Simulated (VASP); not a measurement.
# Ta3N (P-3m1) in VASP: further runs

Runs on Ta3N. Level: PBEsol+U. Tasks: single point.

Program: VASP 6.6.1. These are calculated values, not measurements. Logs are shortened: lines on timing, memory, paths and dates and some standing lists are left out, and cuts for length are marked.

## Step 1: The cell of the first run

Symmetry: P-3m1, No. 164, trigonal system. Conventional cell: a = 3.032 Å, b = 3.032 Å, c = 7.524 Å, α = 90.00°, β = 90.00°, γ = 120.00°. Within 3.2 Å of Ta (site symmetry 3m) lie 3 N at 2.19 Å and 12 Ta at 3.01 to 3.15 Å. Within 4.0 Å of Ta (site symmetry -3m) lie 12 Ta at 3.01 to 3.03 Å and 2 N at 3.76 Å. Within 2.9 Å of N (site symmetry -3m) lie 6 Ta at 2.19 Å.

## Step 2: Single point, PBEsol+U

Input file POSCAR:

```
Ta3N
1.0
    3.0322239879      0.0000000000      0.0000000000
   -1.5161119940      2.6259830035      0.0000000000
    0.0000000000      0.0000000000      7.5241370000
Ta N
3 1
Direct
    0.6666666667      0.3333333333      0.8260700000
    0.3333333333      0.6666666667      0.1739300000
    0.0000000000      0.0000000000      0.5000000000
    0.0000000000      0.0000000000      0.0000000000
```

Input file INCAR.step1:

```
PREC = Accurate ; ENCUT = 520
EDIFF = 1E-6 ; ISMEAR = -1
SIGMA = 0.05 ; LREAL = F
LASPH = T ; NELM = 150
ALGO = Normal ; ISIF = 2
LWAVE = F ; LCHARG = T
LMAXMIX = 4 ; LDAU = T
LDAUTYPE = 2 ; LDAUL = 2 -1
LDAUU = 4 0 ; LDAUJ = 0 0
LDAUPRINT = 1 ; GGA = PS
NBANDS = 27
```

Input file KPOINTS.step1:

```
regular mesh
0
Gamma
  10 10 4
```

Input file INCAR.step2:

```
PREC = Accurate ; ENCUT = 520
EDIFF = 1E-6 ; ISMEAR = -5
SIGMA = 0.05 ; LREAL = F
LASPH = T ; NELM = 150
ALGO = Normal ; ISIF = 2
LWAVE = F ; LCHARG = F
LMAXMIX = 4 ; LDAU = T
LDAUTYPE = 2 ; LDAUL = 2 -1
LDAUU = 4 0 ; LDAUJ = 0 0
LDAUPRINT = 1 ; GGA = PS
LORBIT = 11 ; NBANDS = 27
NEDOS = 2001 ; ICHARG = 11
```

Input file KPOINTS.step2:

```
regular mesh
0
Gamma
  15 15 6
```

Potentials or basis: VASP PAW PBE potentials, release 64 (Ta_pv, N).

The run is started by

```console
> cat potpaw_PBE.64/Ta_pv/POTCAR potpaw_PBE.64/N/POTCAR > POTCAR
> cp INCAR.step1 INCAR
> cp KPOINTS.step1 KPOINTS
> mpirun -np 1 vasp_std > vasp.out
> cp INCAR.step2 INCAR
> cp KPOINTS.step2 KPOINTS
> mpirun -np 1 vasp_std > vasp.out
```

OUTCAR:

```text
PREC = Accurate
   ENCUT = 520
   EDIFF = 1E-6
   ISMEAR = -5
   LREAL = F
   LASPH = T
   NELM = 150
   ISIF = 2
   GGA = PS
   LORBIT = 11
   ICHARG = 11

 ion  position               nearest neighbor table
   1  0.667  0.333  0.826-   4 2.19   4 2.19   4 2.19   3 3.01   3 3.01   3 3.01   2 3.15   2 3.15
                             2 3.15
   2  0.333  0.667  0.174-   4 2.19   4 2.19   4 2.19   3 3.01   3 3.01   3 3.01   1 3.15   1 3.15
                             1 3.15
   3  0.000  0.000  0.500-   1 3.01   2 3.01   1 3.01   2 3.01   1 3.01   2 3.01
   4  0.000  0.000  0.000-   1 2.19   2 2.19   1 2.19   2 2.19   1 2.19   2 2.19

  LATTYP: Found a hexagonal cell.
 ALAT       =     3.0322239879
 C/A-ratio  =     2.4813922158

  Lattice vectors:

 A1 = (   3.0322239879,   0.0000000000,   0.0000000000)
 A2 = (  -1.5161119940,   2.6259830035,   0.0000000000)
 A3 = (   0.0000000000,   0.0000000000,   7.5241370000)

Analysis of symmetry for initial positions (statically):
=====================================================================
 Subroutine PRICEL returns:
 Original cell was already a primitive cell.

 Routine SETGRP: Setting up the symmetry group for a
 hexagonal supercell.

 Subroutine GETGRP returns: Found 12 space group operations
 (whereof 12 operations were pure point group operations)
 out of a pool of 24 trial point group operations.

The static configuration has the point symmetry D_3d.

Analysis of symmetry for dynamics (positions and initial velocities):
=====================================================================
 Subroutine PRICEL returns:
 Original cell was already a primitive cell.

 Routine SETGRP: Setting up the symmetry group for a
 hexagonal supercell.

 Subroutine GETGRP returns: Found 12 space group operations
 (whereof 12 operations were pure point group operations)
 out of a pool of 24 trial point group operations.

The dynamic configuration has the point symmetry D_3d.

 Subroutine INISYM returns: Found 12 space group operations
 (whereof 12 operations are pure point group operations),
 and found     1 'primitive' translations

----------------------------------------------------------------------------------------

                                     Primitive cell

  volume of cell :      59.9115

  direct lattice vectors                    reciprocal lattice vectors
     3.032223988  0.000000000  0.000000000     0.329790940  0.190404888  0.000000000
    -1.516111994  2.625983004  0.000000000     0.000000000  0.380809776  0.000000000
     0.000000000  0.000000000  7.524137000     0.000000000  0.000000000  0.132905608

  length of vectors
     3.032223988  3.032223988  7.524137000     0.380809776  0.380809776  0.132905608

  position of ions in fractional coordinates (direct lattice)
     0.666666667  0.333333333  0.826070000
     0.333333333  0.666666667  0.173930000
     0.000000000  0.000000000  0.500000000
     0.000000000  0.000000000  0.000000000

  ion indices of the primitive-cell ions
   primitive index   ion index
                 1           1
                 2           2
                 3           3
                 4           4

----------------------------------------------------------------------------------------

 KPOINTS: regular mesh

Automatic generation of k-mesh.
 Grid dimensions read from file:
 generate k-points for:   15   15    6

 Generating k-lattice:

  Cartesian coordinates                     Fractional coordinates (reciprocal lattice)
     0.021986063  0.012693659  0.000000000     0.066666667  0.000000000  0.000000000
     0.000000000  0.025387318  0.000000000     0.000000000  0.066666667  0.000000000
     0.000000000  0.000000000  0.022150935     0.000000000  0.000000000  0.166666667
[... 49 lines left out ...]
 SYSTEM =  unknown system
   PREC   = accura    normal or accurate (medium, high low for compatibility)
   ISTART =      0    job   : 0-new  1-cont  2-samecut
   ICHARG =     11    charge: 1-file 2-atom 10-const
   ISPIN  =      1    spin polarized calculation?
   LNONCOLLINEAR =      F non collinear calculations
   LSORBIT =      F    spin-orbit coupling
   LASPH  =      T    aspherical Exc in radial PAW
   ENCUT  =  520.0 eV  38.22 Ry    6.18 a.u.   5.64  5.64 13.99*2*pi/ulx,y,z
   NELM   =    150;   NELMIN=  2; NELMDL=  0     # of ELM steps
   EDIFF  = 0.1E-05   stopping-criterion for ELM
   LREAL  =      F    real-space projection
   EDIFFG = 0.1E-04   stopping-criterion for IOM
   NSW    =      0    number of steps for IOM
   IBRION =     -1    ionic relax: 0-MD 1-quasi-New 2-CG
   NFREE  =      0    steps in history (QN), initial steepest desc. (CG)
   ISIF   =      2    stress and relaxation
   ISYM   =      2    0-nonsym 1-usesym 2-fastsym
   POTIM  = 0.5000    time-step for ionic-motion
   TEBEG  =    0.0;   TEEND  =   0.0 temperature during run
   PSTRESS=    0.0 pullay stress
   NELECT =      38.0000    total number of electrons
   NUPDOWN=      -1.0000    fix difference up-down
   EMIN   =  10.00;   EMAX   =-10.00  energy-range for DOS
   EFERMI =   0.00;   METHOD = LEGACY
   ISMEAR =    -5;   SIGMA  =   0.05  broadening in eV -4-tet -1-fermi 0-gaus
   EFERMI_NEDOS =   21; number of points for ismear=-14 and -15
   IALGO  =     38    algorithm
   IMIX   =      4    mixing-type and parameters
     AMIX     =   0.40;   BMIX     =  1.00
     AMIX_MAG =   1.60;   BMIX_MAG =  1.00
  volume/ion in A,a.u.               =      14.98       101.08
  Fermi-wavevector in a.u.,A,eV,Ry     =   1.406585  2.658061 26.918884  1.978482
  Thomas-Fermi vector in A             =   2.528931
   LORBIT       =     11    0 simple, 1 ext, 2 COOP (PROOUT), +10 PAW based schemes
 LDA+U is selected, type is set to LDAUTYPE =  2
   angular momentum for each species LDAUL =     2   -1
   U (eV)           for each species LDAUU =   4.0  0.0
   J (eV)           for each species LDAUJ =   0.0  0.0
   GGA     = PS    functional components
   LHFCALC =     F    Hartree Fock is set to
   AEXX    =    0.0000 exact exchange contribution
   IVDW    =     0    specifies the selected vdW correction
   LEPSILON=     F    determine dielectric tensor
   LRPA    =     F    only Hartree local field effects (RPA)
 non-spin polarized calculation
 Fermi weights with tetrahedron method with Bloechl corrections
  energy-cutoff  :      520.00
  volume of cell :       59.91
 maximum number of plane-waves:      1644
 NGX is ok and might be reduce to    24

atom =   1  type =  1  l = 2

 onsite density matrix

spin component  1
[... 83 lines left out ...]
  o =  0.1423  v = -0.4532  0.4968  0.0000  0.6555 -0.3435  0.0000  0.0000  0.0000  0.0000  0.0000      0.0000  0.0000  0.0000  0.0000  0.0000  0.0000  0.0000  0.0000  0.0000  0.0000
  o =  0.1423  v =  0.0000  0.0000  0.0000  0.0000  0.0000 -0.4532  0.4968  0.0000  0.6555 -0.3435      0.0000  0.0000  0.0000  0.0000  0.0000  0.0000  0.0000  0.0000  0.0000  0.0000
  o =  0.1423  v = -0.3435 -0.6555  0.0000  0.4968  0.4532  0.0000  0.0000  0.0000  0.0000  0.0000      0.0000  0.0000  0.0000  0.0000  0.0000  0.0000  0.0000  0.0000  0.0000  0.0000
  o =  0.1423  v =  0.0000  0.0000  0.0000  0.0000  0.0000 -0.3435 -0.6555  0.0000  0.4968  0.4532      0.0000  0.0000  0.0000  0.0000  0.0000  0.0000  0.0000  0.0000  0.0000  0.0000
  o =  0.2382  v =  0.0000  0.0000  0.0000  0.0000  0.0000  0.6555  0.3435 -0.0000  0.4533  0.4968      0.0000  0.0000  0.0000  0.0000  0.0000  0.0000  0.0000  0.0000  0.0000  0.0000
  o =  0.2382  v =  0.6555  0.3435 -0.0000  0.4533  0.4968  0.0000  0.0000  0.0000  0.0000  0.0000      0.0000  0.0000  0.0000  0.0000  0.0000  0.0000  0.0000  0.0000  0.0000  0.0000
  o =  0.2382  v =  0.0000  0.0000  0.0000  0.0000  0.0000  0.4968 -0.4533 -0.0000  0.3435 -0.6555      0.0000  0.0000  0.0000  0.0000  0.0000  0.0000  0.0000  0.0000  0.0000  0.0000
  o =  0.2382  v =  0.4968 -0.4533 -0.0000  0.3435 -0.6555  0.0000  0.0000  0.0000  0.0000  0.0000      0.0000  0.0000  0.0000  0.0000  0.0000  0.0000  0.0000  0.0000  0.0000  0.0000
  o =  0.2809  v =  0.0000  0.0000  1.0000  0.0000  0.0000  0.0000  0.0000  0.0000  0.0000  0.0000      0.0000  0.0000  0.0000  0.0000  0.0000  0.0000  0.0000  0.0000  0.0000  0.0000
  o =  0.2809  v =  0.0000  0.0000  0.0000  0.0000  0.0000  0.0000  0.0000  1.0000  0.0000  0.0000      0.0000  0.0000  0.0000  0.0000  0.0000  0.0000  0.0000  0.0000  0.0000  0.0000

 number of electron      38.0000000 magnetization

 Free energy of the ion-electron system (eV)
  ---------------------------------------------------
  ext. energy  EPLUGINS =         0.00000000
  ---------------------------------------------------
  free energy    TOTEN  =       -37.87669905 eV

  energy without entropy =      -37.87669905  energy(sigma->0) =      -37.87669905

 E-fermi :   7.0418     XC(G=0): -12.8360

 val. band max:        7.0801212366   @ k =   0.0000   0.4000   0.3333
 cond. band min:       6.9797341485   @ k =   0.2667   0.1333   0.1667
 fundamental gap:     -0.1003870881
 Fermi energy:         7.0418349659

 k-point     1 :       0.0000    0.0000    0.0000
  band No.  band energies     occupation
      1     -28.9519      2.00000
      2     -28.6791      2.00000
      3     -28.3545      2.00000
      4     -28.3545      2.00000
      5     -28.3256      2.00000
      6     -28.3256      2.00000
[... 709 lines left out ...]
     26      11.6844      0.00000
     27      12.0360      0.00000

 [... further k-points ...]

------------------------ aborting loop because EDIFF is reached ----------------------------------------

  FORCE on cell =-STRESS in cart. coord.  units (eV):
  Direction    XX          YY          ZZ          XY          YZ          ZX
  --------------------------------------------------------------------------------------
  -------------------------------------------------------------------------------------
  Total        1.4310014      1.4310014      2.0850277     -0.0000000      0.0000000     -0.0000000
  in kB       38.2684399     38.2684399     55.7586865     -0.0000000      0.0000000     -0.0000000
  external PRESSURE =      44.0985221 kB  Pullay stress =       0.0000000 kB

 VOLUME and BASIS-vectors are now :
 -----------------------------------------------------------------------------
  energy-cutoff  :      520.00
  volume of cell :       59.91
      direct lattice vectors                 reciprocal lattice vectors
     3.032223988  0.000000000  0.000000000     0.329790940  0.190404888  0.000000000
    -1.516111994  2.625983004  0.000000000     0.000000000  0.380809776  0.000000000
     0.000000000  0.000000000  7.524137000     0.000000000  0.000000000  0.132905608

 POSITION                                       TOTAL-FORCE (eV/Angst)
 -----------------------------------------------------------------------------------
      1.51611      0.87533      6.21546        -0.000000      0.000000     -0.103656
     -0.00000      1.75066      1.30867         0.000000     -0.000000      0.103656
      0.00000      0.00000      3.76207         0.000000      0.000000      0.000000
      0.00000      0.00000      0.00000         0.000000      0.000000      0.000000
 -----------------------------------------------------------------------------------
    total drift:                                0.000000      0.000000      0.000000

  FREE ENERGIE OF THE ION-ELECTRON SYSTEM (eV)
  ---------------------------------------------------
  free  energy   TOTEN  =       -37.8766990513 eV

  energy  without entropy=      -37.8766990513  energy(sigma->0) =      -37.87669905

 total charge

# of ion       s       p       d       tot
------------------------------------------
    1        0.334   6.239   2.210   8.784
    2        0.334   6.239   2.210   8.784
    3        0.381   6.225   2.037   8.643
    4        1.232   2.539   0.000   3.772
--------------------------------------------------
tot          2.283  21.242   6.458  29.983
```

Wall time 5.5 min (1 thread of Intel Xeon 8259CL, shared host); peak memory 0.31 GiB.

What came out:

| Quantity | Value |
| --- | --- |
| Valence electrons inside the program's atomic spheres | Ta 8.78, 8.64 (each value once); N 3.77 |

Levels at points of the mesh, in eV from the Fermi level:
```csv
k point,band 16,band 17,band 18,band 19,band 20,band 21,band 22,band 23
"(0.00, 0.00, 0.00)",-1.81,-0.35,-0.35,-0.30,0.43,0.43,0.89,1.98
"(0.00, 0.00, 0.50)",-1.41,-1.20,-0.14,-0.14,0.67,0.67,1.19,1.47
```

Eigenvalues of the final occupation matrices:
| site | spin | trace | eigenvalues |
| --- | --- | --- | --- |
| site 1 d | 1 | 1.13 | 0.21 0.21 0.23 0.23 0.25 |
| site 1 d | 2 | 1.13 | 0.21 0.21 0.23 0.23 0.25 |
| site 2 d | 1 | 1.13 | 0.21 0.21 0.23 0.23 0.25 |
| site 2 d | 2 | 1.13 | 0.21 0.21 0.23 0.23 0.25 |
| site 3 d | 1 | 1.04 | 0.14 0.14 0.24 0.24 0.28 |
| site 3 d | 2 | 1.04 | 0.14 0.14 0.24 0.24 0.28 |

Caveat: the PAW data sets were made with another functional, which shifts forces and pressure a little; spin-orbit coupling is left out, which moves the levels of the heavy elements; U without spin polarisation on a metal has little footing; tetrahedron occupations give inexact forces and stress in metals.

## Step 3: Single point, PBEsol+U

POSCAR is that of step 2.

Input file INCAR.step1:

```
PREC = Accurate
ENCUT = 520
EDIFF = 1E-7
ISMEAR = -1
SIGMA = 0.05
LREAL = F
LASPH = T
NELM = 150
ALGO = Normal
ISIF = 2
LWAVE = F
LCHARG = T
LMAXMIX = 4
LDAU = T
LDAUTYPE = 2
LDAUL = 2 -1
LDAUU = 6 0
LDAUJ = 0 0
LDAUPRINT = 1
GGA = PS
NBANDS = 27
```

Input file KPOINTS.step1:

```
Automatic mesh
0
Gamma
  10 10 4
```

Input file INCAR.step2:

```
PREC = Accurate
ENCUT = 520
EDIFF = 1E-7
ISMEAR = -5
SIGMA = 0.05
LREAL = F
LASPH = T
NELM = 150
ALGO = Normal
ISIF = 2
LWAVE = F
LCHARG = F
LMAXMIX = 4
LDAU = T
LDAUTYPE = 2
LDAUL = 2 -1
LDAUU = 6 0
LDAUJ = 0 0
LDAUPRINT = 1
GGA = PS
LORBIT = 10
NBANDS = 27
NEDOS = 1001
ICHARG = 11
```

Input file KPOINTS.step2:

```
Automatic mesh
0
Gamma
  15 15 6
```

Potentials or basis: VASP PAW PBE potentials, release 64 (Ta_pv, N).

The run is started by

```console
> cat potpaw_PBE.64/Ta_pv/POTCAR potpaw_PBE.64/N/POTCAR > POTCAR
> cp INCAR.step1 INCAR
> cp KPOINTS.step1 KPOINTS
> mpirun -np 1 vasp_std > vasp.out
> cp INCAR.step2 INCAR
> cp KPOINTS.step2 KPOINTS
> mpirun -np 1 vasp_std > vasp.out
```

Wall time 5.3 min (1 thread of Intel Xeon 8259CL, shared host); peak memory 0.31 GiB.

It converged, with:

- Valence electrons inside the program's atomic spheres: Ta 8.73, 8.59 (each value once); N 3.79

Levels at points of the mesh, in eV from the Fermi level:
```tsv
k point	band 15	band 16	band 17	band 18	band 19	band 20	band 21	band 22	band 23	band 24
(0.00, 0.00, 0.00)	-3.87	-2.05	-0.31	-0.28	-0.28	0.52	0.52	0.84	2.04	2.04
(0.00, 0.00, 0.50)	-4.42	-1.52	-1.25	-0.08	-0.08	0.74	0.74	1.15	1.58	1.58
```

Eigenvalues of the final occupation matrices:
```
    site  spin  trace               eigenvalues
site 1 d     1   1.09  0.20 0.20 0.22 0.22 0.24
site 1 d     2   1.09  0.20 0.20 0.22 0.22 0.24
site 2 d     1   1.09  0.20 0.20 0.22 0.22 0.24
site 2 d     2   1.09  0.20 0.20 0.22 0.22 0.24
site 3 d     1   1.00  0.13 0.13 0.23 0.23 0.28
site 3 d     2   1.00  0.13 0.13 0.23 0.23 0.28
```

Caveat: the PAW data sets were made with another functional, which shifts forces and pressure a little; spin-orbit coupling is left out, which moves the levels of the heavy elements; U without spin polarisation on a metal has little footing; tetrahedron occupations give inexact forces and stress in metals.

## Step 4: Single point, PBEsol+U

POSCAR is that of step 3.

Input file INCAR.step1:

```
SYSTEM = Ta3N
PREC = Accurate ; ENCUT = 520
EDIFF = 1E-7 ; ISMEAR = -1
SIGMA = 0.05 ; LREAL = .False.
LASPH = .True. ; NELM = 150
ALGO = Normal ; ISIF = 2
LWAVE = .False. ; LCHARG = .True.
LMAXMIX = 4 ; LDAU = .True.
LDAUTYPE = 2 ; LDAUL = 2 -1
LDAUU = 8 0 ; LDAUJ = 0 0
LDAUPRINT = 1 ; GGA = PS
NBANDS = 27
```

Input file KPOINTS.step1:

```
regular mesh
0
Gamma
  10 10 4
  0 0 0
```

Input file INCAR.step2:

```
SYSTEM = Ta3N
PREC = Accurate ; ENCUT = 520
EDIFF = 1E-7 ; ISMEAR = -5
SIGMA = 0.05 ; LREAL = .False.
LASPH = .True. ; NELM = 150
ALGO = Normal ; ISIF = 2
LWAVE = .False. ; LCHARG = .False.
LMAXMIX = 4 ; LDAU = .True.
LDAUTYPE = 2 ; LDAUL = 2 -1
LDAUU = 8 0 ; LDAUJ = 0 0
LDAUPRINT = 1 ; GGA = PS
LORBIT = 11 ; NEDOS = 1001
ICHARG = 11
```

Input file KPOINTS.step2:

```
regular mesh
0
Gamma
  15 15 6
  0 0 0
```

The run is started by

```console
> cat potpaw_PBE.64/Ta_pv/POTCAR potpaw_PBE.64/N/POTCAR > POTCAR
> cp INCAR.step1 INCAR
> cp KPOINTS.step1 KPOINTS
> mpirun -np 1 vasp_std > vasp.out
> cp INCAR.step2 INCAR
> cp KPOINTS.step2 KPOINTS
> mpirun -np 1 vasp_std > vasp.out
```

Wall time 5.6 min (1 thread of Intel Xeon 8259CL, shared host); peak memory 0.3 GiB.

It converged, with:

* Valence electrons inside the program's atomic spheres: Ta 8.66, 8.53 (each value once); N 3.81

Levels at points of the mesh, in eV from the Fermi level:
```tsv
k point	band 17	band 18	band 19	band 20	band 21	band 22
(0.00, 0.00, 0.00)	-0.33	-0.20	-0.20	0.61	0.61	0.77
(0.00, 0.00, 0.50)	-1.30	-0.01	-0.01	0.81	0.81	1.10
```

Eigenvalues of the final occupation matrices:
| site | spin | trace | eigenvalues |
| --- | --- | --- | --- |
| site 1 d | 1 | 1.04 | 0.19 0.19 0.21 0.21 0.24 |
| site 1 d | 2 | 1.04 | 0.19 0.19 0.21 0.21 0.24 |
| site 2 d | 1 | 1.04 | 0.19 0.19 0.21 0.21 0.24 |
| site 2 d | 2 | 1.04 | 0.19 0.19 0.21 0.21 0.24 |
| site 3 d | 1 | 0.95 | 0.12 0.12 0.22 0.22 0.28 |
| site 3 d | 2 | 0.95 | 0.12 0.12 0.22 0.22 0.28 |

Caveat: the PAW data sets were made with another functional, which shifts forces and pressure a little; spin-orbit coupling is left out, which moves the levels of the heavy elements; U without spin polarisation on a metal has little footing; tetrahedron occupations give inexact forces and stress in metals.
